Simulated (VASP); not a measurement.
# BN: single point with LDA

System: BN, a slab with vacuum.

```
B N
1.0
     2.48860    0.00000    0.00000
    -1.24430    2.15519    0.00000
     0.00000    0.00000   45.84237
B N
4 4
Direct
  0.66667 0.33333 0.39373
  0.33333 0.66667 0.46456
  0.66667 0.33333 0.53544
  0.33333 0.66667 0.60627
  0.33333 0.66667 0.39368
  0.66667 0.33333 0.46456
  0.33333 0.66667 0.53544
  0.66667 0.33333 0.60632
```

| Item | Value |
| --- | --- |
| Program | VASP 6.6.1 |
| Task | single point |
| Functional | LDA |
| Potentials or basis | VASP PAW LDA potentials, release 64 (B, N) |
| Cutoff | 520 eV |
| k mesh | 12 × 12 × 1 |
| Occupations | gaussian, width 0.02 eV |
| Spin | no spin polarisation |
| Dipole correction | yes |
| Further INCAR settings | ALGO = Normal; EDIFF = 1e-06; NBANDS = 26 |

The band gap on the k mesh is 4.13 eV (least direct gap 4.58 eV) and the ionisation potential of the upper face is 6.14 eV.

Levels at points of the mesh, in eV from the valence-band top:
```csv
k point,band 12,band 13,band 14,band 15,band 16,band 17,band 18,band 19,band 20,band 21
"(0.00, 0.00, 0.00)",-1.31,-1.30,-1.30,-1.29,-1.29,4.94,5.21,6.07,6.17,6.25
"(0.50, 0.00, 0.00)",-4.13,-1.46,-1.13,-0.76,-0.50,4.13,4.41,4.91,5.42,9.75
```

Run time: 2.3 min on 1 thread of Intel(R) Xeon(R) 6975P-C (Granite Rapids), with other jobs on the host, peak memory 0.33 GiB.
